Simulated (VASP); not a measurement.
## Rh: single point with PBEsol-based screened hybrid with 25 % exact exchange

The system is Rh.

```
Rh
1.0
     0.00000    1.89785    1.89785
     1.89785    0.00000    1.89785
     1.89785    1.89785    0.00000
Rh
1
Direct
  0.00000 0.00000 0.00000
```

```json
{
  "Program": "VASP 6.6.1",
  "Task": "single point",
  "Functional": "PBEsol-based screened hybrid with 25 % exact exchange",
  "Potentials or basis": "VASP PAW PBE potentials, release 64 (Rh_pv)",
  "Cutoff": "520 eV",
  "k mesh": "6 × 6 × 6",
  "Occupations": "fermi-dirac, width 0.05 eV",
  "Spin": "no spin polarisation"
}
```

| Property | Result |
| --- | --- |
| Pressure | -9.0 GPa |
| Band gap on the k mesh | zero (an odd number of electrons rules out a gap without spin polarisation) |

Levels at points of the mesh, in eV from the Fermi level:
```csv
k point,band 4,band 5,band 6,band 7,band 8,band 9,band 10,band 11
"(0.00, 0.00, 0.00)",-8.62,-3.51,-3.51,-3.51,-1.36,-1.36,17.41,23.11
"(0.50, 0.00, 0.00)",-6.86,-3.74,-3.74,0.87,0.87,1.12,10.12,16.88
"(0.50, 0.50, 0.00)",-7.24,-6.74,0.53,1.46,1.46,3.91,13.86,14.73
```

It took 28 min on 1 thread of Intel Xeon 8259CL (shared host), peak memory 0.23 GiB.

Caveat: the k points lie up to 0.48 Å⁻¹ apart, too coarse for converged energies and pressures of a metal; the PAW data sets were made with another functional, which shifts forces and pressure a little.
